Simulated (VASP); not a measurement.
# TiAl (P4/mmm) in VASP: notebook, part 2 of 2

VASP 6.6.1. Earlier steps stand in the parts before.

## Step 4: Single point, PBEsol (14.88 Å³/atom)

INCAR

```
PREC = Accurate ; ENCUT = 500
EDIFF = 1E-6 ; ISMEAR = 0
SIGMA = 0.15 ; LREAL = F
LASPH = T ; NELM = 120
ALGO = Normal ; ISIF = 2
LWAVE = F ; LCHARG = T
GGA = PS ; LELF = T
LVHAR = T ; NBANDS = 14
GGA_COMPAT = F
```

KPOINTS

```
Automatic mesh
0
Gamma
  16 16 16
```

POSCAR

```
TiAl
1.0
    2.8909881824      0.0000000000      0.0000000000
    0.0000000000      2.8909881824      0.0000000000
    0.0000000000      0.0000000000      3.5616974407
Ti Al
1 1
Direct
    0.0000000000      0.0000000000      0.0000000000
    0.5000000000      0.5000000000      0.5000000000
```

Potentials or basis: VASP PAW PBE potentials, release 64 (Ti_sv, Al).

On the command line:

```sh
cat potpaw_PBE.64/Ti_sv/POTCAR potpaw_PBE.64/Al/POTCAR > POTCAR
mpirun -np 1 vasp_std > vasp.out
```

OUTCAR:

```text
PREC = Accurate
   ENCUT = 500
   EDIFF = 1E-6
   ISMEAR = 0
   LREAL = F
   LASPH = T
   NELM = 120
   ISIF = 2
   GGA = PS

 ion  position               nearest neighbor table
   1  0.000  0.000  0.000-   2 2.71   2 2.71   2 2.71   2 2.71   2 2.71   2 2.71   2 2.71   2 2.71

   2  0.500  0.500  0.500-   1 2.71   1 2.71   1 2.71   1 2.71   1 2.71   1 2.71   1 2.71   1 2.71

  LATTYP: Found a simple tetragonal cell.
 ALAT       =     2.8909881824
 C/A-ratio  =     1.2320000000

  Lattice vectors:

 A1 = (   2.8909881824,   0.0000000000,   0.0000000000)
 A2 = (   0.0000000000,   2.8909881824,   0.0000000000)
 A3 = (   0.0000000000,   0.0000000000,   3.5616974407)

Analysis of symmetry for initial positions (statically):
=====================================================================
 Subroutine PRICEL returns:
 Original cell was already a primitive cell.

 Routine SETGRP: Setting up the symmetry group for a
 simple tetragonal supercell.

 Subroutine GETGRP returns: Found 16 space group operations
 (whereof 16 operations were pure point group operations)
 out of a pool of 16 trial point group operations.

[... 176 lines left out ...]
      5      -0.1502      2.00000
      6       7.4644      2.00000
      7       8.1280      2.00000
      8      10.8778      0.00000
      9      11.3274      0.00000
     10      11.3274      0.00000
     11      12.2422      0.00000
     12      16.4138      0.00000
     13      16.4138      0.00000
     14      17.7047      0.00000
[... 377 lines left out ...]
      1     -46.9662      2.00000
      2     -23.5703      2.00000
      3     -23.4278      2.00000
      4     -23.1880      2.00000
      5       4.2223      2.00000
      6       4.5311      2.00000
      7       8.2419      2.00000
      8       9.1659      1.64351
      9      10.0484      0.00000
     10      11.1356      0.00000
     11      13.5740      0.00000
     12      16.0757      0.00000
     13      17.1054      0.00000
     14      18.3227      0.00000

 [... further k-points ...]

------------------------ aborting loop because EDIFF is reached ----------------------------------------

  FORCE on cell =-STRESS in cart. coord.  units (eV):
  Direction    XX          YY          ZZ          XY          YZ          ZX
  --------------------------------------------------------------------------------------
  -------------------------------------------------------------------------------------
  Total        0.8307509      0.8307509      2.5014941      0.0000000     -0.0000000      0.0000000
  in kB       44.7127885     44.7127885    134.6357555      0.0000000     -0.0000000      0.0000000
  external PRESSURE =      74.6871109 kB  Pullay stress =       0.0000000 kB

 VOLUME and BASIS-vectors are now :
 -----------------------------------------------------------------------------
  energy-cutoff  :      500.00
  volume of cell :       29.77
      direct lattice vectors                 reciprocal lattice vectors
     2.890988182  0.000000000  0.000000000     0.345902486  0.000000000  0.000000000
     0.000000000  2.890988182  0.000000000     0.000000000  0.345902486  0.000000000
     0.000000000  0.000000000  3.561697441     0.000000000  0.000000000  0.280765005

 POSITION                                       TOTAL-FORCE (eV/Angst)
 -----------------------------------------------------------------------------------
      0.00000      0.00000      0.00000         0.000000      0.000000      0.000000
      1.44549      1.44549      1.78085         0.000000      0.000000      0.000000
 -----------------------------------------------------------------------------------
    total drift:                                0.000000      0.000000      0.000000

  FREE ENERGIE OF THE ION-ELECTRON SYSTEM (eV)
  ---------------------------------------------------
  free  energy   TOTEN  =       -13.1171472013 eV

  energy  without entropy=      -13.0956620077  energy(sigma->0) =      -13.10640460
```

stdout:

```text
POSCAR found type information on POSCAR TiAl
 POSCAR found :  2 types and       2 ions
 scaLAPACK will be used
 -----------------------------------------------------------------------------
|                                                                             |
|                                                                             |
|     You enforced a specific xc type in the INCAR file but a different       |
|     I HOPE YOU KNOW WHAT YOU ARE DOING!                                     |
|                                                                             |
 -----------------------------------------------------------------------------

 LDA part: xc-table for (Slater+PW92), standard interpolation
 POSCAR, INCAR and KPOINTS ok, starting setup
 FFT: planning ... GRIDC
 FFT: planning ... GRID_SOFT
 FFT: planning ... GRID
 WAVECAR not read
 entering main loop
```

Wall time 3 min (1 thread of Intel Xeon 8259CL, shared host); peak memory 0.28 GiB.

What came out:

| Property | Result |
| --- | --- |
| Free energy | -13.1171 eV |
| Pressure | 7.5 GPa |
| Band gap on the k mesh | zero (an odd number of electrons rules out a gap without spin polarisation) |

Stress tensor (GPa, compression positive):
```
 4.47  0.00  0.00
 0.00  4.47  0.00
 0.00  0.00 13.46
```

Caveat: the cell stands under pressure; the PAW data sets were made with another functional, which shifts forces and pressure a little.

## Step 5: Single point, PBEsol (14.88 Å³/atom)

INCAR

```
SYSTEM = TiAl
PREC = Accurate ; ENCUT = 500
EDIFF = 1E-6 ; ISMEAR = 0
SIGMA = 0.15 ; LREAL = .False.
LASPH = .True. ; NELM = 120
ALGO = Normal ; ISIF = 2
LWAVE = .False. ; LCHARG = .False.
GGA = PS ; NBANDS = 14
GGA_COMPAT = .False.
```

KPOINTS

```
Automatic mesh
0
Gamma
  16 16 16
  0 0 0
```

POSCAR

```
TiAl
1.0
    2.7600434331      0.0000000000      0.0000000000
    0.0000000000      2.7600434331      0.0000000000
    0.0000000000      0.0000000000      3.9076694926
Ti Al
1 1
Direct
    0.0000000000      0.0000000000      0.0000000000
    0.5000000000      0.5000000000      0.5000000000
```

Potentials or basis: VASP PAW PBE potentials, release 64 (Ti_sv, Al).

On the command line:

```sh
cat potpaw_PBE.64/Ti_sv/POTCAR potpaw_PBE.64/Al/POTCAR > POTCAR
mpirun -np 1 vasp_std > vasp.out
```

OUTCAR:

```text
SYSTEM = TiAl
   PREC = Accurate
   ENCUT = 500
   EDIFF = 1E-6
   ISMEAR = 0
   LREAL = .False.
   LASPH = .True.
   NELM = 120
   ISIF = 2
   GGA = PS

 ion  position               nearest neighbor table
   1  0.000  0.000  0.000-   2 2.76   2 2.76   2 2.76   2 2.76   2 2.76   2 2.76   2 2.76   2 2.76

   2  0.500  0.500  0.500-   1 2.76   1 2.76   1 2.76   1 2.76   1 2.76   1 2.76   1 2.76   1 2.76

  LATTYP: Found a simple tetragonal cell.
 ALAT       =     2.7600434331
 C/A-ratio  =     1.4158000000

  Lattice vectors:

 A1 = (   2.7600434331,   0.0000000000,   0.0000000000)
 A2 = (   0.0000000000,   2.7600434331,   0.0000000000)
 A3 = (   0.0000000000,   0.0000000000,   3.9076694926)

Analysis of symmetry for initial positions (statically):
=====================================================================
 Subroutine PRICEL returns:
 Original cell was already a primitive cell.

 Routine SETGRP: Setting up the symmetry group for a
 simple tetragonal supercell.

 Subroutine GETGRP returns: Found 16 space group operations
 (whereof 16 operations were pure point group operations)
 out of a pool of 16 trial point group operations.

[... 177 lines left out ...]
      7       8.1812      2.00000
      8       9.1129      1.25474
      9      11.4898      0.00000
     10      11.4898      0.00000
     11      12.7266      0.00000
     12      16.2038      0.00000
     13      17.9533      0.00000
     14      17.9533      0.00000
[... 377 lines left out ...]
      1     -46.9729      2.00000
      2     -23.6612      2.00000
      3     -23.4853      2.00000
      4     -23.1030      2.00000
      5       4.6536      2.00000
      6       4.6814      2.00000
      7       7.5183      2.00000
      8       9.2183      0.50388
      9      10.3688      0.00000
     10      11.1033      0.00000
     11      13.8995      0.00000
     12      15.6544      0.00000
     13      15.7722      0.00000
     14      17.7972      0.00000

 [... further k-points ...]

------------------------ aborting loop because EDIFF is reached ----------------------------------------

  FORCE on cell =-STRESS in cart. coord.  units (eV):
  Direction    XX          YY          ZZ          XY          YZ          ZX
  --------------------------------------------------------------------------------------
  -------------------------------------------------------------------------------------
  Total        1.3634159      1.3634159      1.6551060      0.0000000      0.0000000      0.0000000
  in kB       73.3819539     73.3819539     89.0813370      0.0000000      0.0000000      0.0000000
  external PRESSURE =      78.6150816 kB  Pullay stress =       0.0000000 kB

 VOLUME and BASIS-vectors are now :
 -----------------------------------------------------------------------------
  energy-cutoff  :      500.00
  volume of cell :       29.77
      direct lattice vectors                 reciprocal lattice vectors
     2.760043433  0.000000000  0.000000000     0.362313139  0.000000000  0.000000000
     0.000000000  2.760043433  0.000000000     0.000000000  0.362313139  0.000000000
     0.000000000  0.000000000  3.907669493     0.000000000  0.000000000  0.255907006

 POSITION                                       TOTAL-FORCE (eV/Angst)
 -----------------------------------------------------------------------------------
      0.00000      0.00000      0.00000         0.000000      0.000000      0.000000
      1.38002      1.38002      1.95383         0.000000      0.000000      0.000000
 -----------------------------------------------------------------------------------
    total drift:                                0.000000      0.000000     -0.000000

  FREE ENERGIE OF THE ION-ELECTRON SYSTEM (eV)
  ---------------------------------------------------
  free  energy   TOTEN  =       -13.2146252900 eV

  energy  without entropy=      -13.1948879268  energy(sigma->0) =      -13.20475661
```

Run time: 3 min. Hardware: 1 thread of Intel Xeon 8259CL, shared host; peak memory 0.27 GiB.

Results:

| Quantity | Value |
| --- | --- |
| Free energy | -13.2146 eV |
| Pressure | 7.9 GPa |
| Band gap on the k mesh | zero (an odd number of electrons rules out a gap without spin polarisation) |

Levels at points of the mesh, in eV from the Fermi level:
| k point | band 6 | band 7 | band 8 | band 9 | band 10 | band 11 |
| --- | --- | --- | --- | --- | --- | --- |
| (0.00, 0.00, 0.00) | -2.02 | -0.97 | -0.03 | 2.34 | 2.34 | 3.58 |
| (0.50, 0.00, 0.00) | -4.62 | -1.80 | -0.29 | 1.82 | 2.75 | 4.83 |
| (0.50, 0.50, 0.00) | -0.60 | -0.46 | -0.46 | -0.28 | -0.28 | 4.65 |
| (0.00, 0.00, 0.50) | -5.44 | -0.75 | 0.80 | 1.91 | 1.91 | 3.60 |
| (0.50, 0.00, 0.50) | -3.02 | -1.25 | -1.09 | 1.58 | 1.88 | 2.46 |
| (0.50, 0.50, 0.50) | -2.52 | -2.52 | 2.22 | 2.39 | 2.74 | 4.47 |

Caveat: the cell stands under pressure; the PAW data sets were made with another functional, which shifts forces and pressure a little.

## Step 6: Single point, PBEsol (15.30 Å³/atom)

This run uses another cell than the first one, of 15.30 Å³/atom.

INCAR

```
SYSTEM = TiAl
ALGO = Normal
EDIFF = 1E-6
ENCUT = 500
GGA = PS
GGA_COMPAT = .FALSE.
ISIF = 2
ISMEAR = 0
LASPH = .TRUE.
LCHARG = .TRUE.
LELF = .TRUE.
LREAL = .FALSE.
LVHAR = .TRUE.
LWAVE = .FALSE.
NBANDS = 14
NELM = 120
PREC = Accurate
SIGMA = 0.15
```

KPOINTS

```
k-points
0
G
  16 16 16
  0 0 0
```

POSCAR

```
TiAl
1.0
    2.8510856110      0.0000000000      0.0000000000
    0.0000000000      2.8510856110      0.0000000000
    0.0000000000      0.0000000000      3.7654287664
Ti Al
1 1
Direct
    0.0000000000      0.0000000000      0.0000000000
    0.5000000000      0.5000000000      0.5000000000
```

Potentials or basis: VASP PAW PBE potentials, release 64 (Ti_sv, Al).

On the command line:

```sh
cat potpaw_PBE.64/Ti_sv/POTCAR potpaw_PBE.64/Al/POTCAR > POTCAR
mpirun -np 1 vasp_std > vasp.out
```

It took 2.9 min on 1 thread of Intel Xeon 8259CL, shared host; peak memory 0.29 GiB.

It converged, with:

```yaml
Free_energy: -13.2126 eV
Pressure: 3.7 GPa
Band_gap_on_the_k_mesh: zero (an odd number of electrons rules out a gap without spin polarisation)
```

Stress tensor (GPa, compression positive):
```
1.75 0.00 0.00
0.00 1.75 0.00
0.00 0.00 7.48
```

Levels at points of the mesh, in eV from the Fermi level:
```
           k point  band 4  band 5  band 6  band 7  band 8  band 9  band 10  band 11  band 12  band 13
(0.00, 0.00, 0.00)  -32.40   -9.28   -1.84   -0.98    0.68    2.11     2.11     3.18     7.56     7.76
(0.50, 0.00, 0.00)  -32.36   -4.88   -4.84   -1.47   -0.28    1.51     2.48     4.47     5.90     6.11
(0.50, 0.50, 0.00)  -32.69   -3.70   -0.81   -0.81   -0.78   -0.15    -0.15     4.17     5.53     6.56
(0.00, 0.00, 0.50)  -32.40   -7.37   -5.35   -0.68    1.24    1.51     1.51     3.21     7.59    10.41
(0.50, 0.00, 0.50)  -32.36   -5.15   -2.85   -1.32   -1.30    1.62     1.86     2.06     4.64     5.69
(0.50, 0.50, 0.50)  -32.72   -2.81   -2.67   -2.67    1.73    2.42     2.72     4.05     4.05     4.18
```

Caveat: the cell stands under pressure; the PAW data sets were made with another functional, which shifts forces and pressure a little.

## Step 7: Overview

| cell | gap on the mesh (eV) | pressure (GPa) |
| --- | --- | --- |
| a = 2.697, b = 2.697, c = 4.093 Å, 2 atoms | none | 7.8 |
| a = 3.246, b = 3.246, c = 2.825 Å, 2 atoms | none | 8.0 |
| a = 2.891, b = 2.891, c = 3.562 Å, 2 atoms | none | 7.5 |
| a = 2.760, b = 2.760, c = 3.908 Å, 2 atoms | none | 7.9 |
| a = 2.851, b = 2.851, c = 3.765 Å, 2 atoms | none | 3.7 |

Alike in all rows: task single point; level PBEsol; potentials or basis VASP PAW PBE potentials, release 64 (Ti_sv, Al); no spin polarisation; k mesh 16 × 16 × 16; cutoff (eV) 500; smearing gaussian 0.15 eV.

Caveats: the cell stands under pressure; the PAW data sets were made with another functional, which shifts forces and pressure a little.

Total energies depend on the potentials used, so only differences within one code and one set of settings carry meaning.
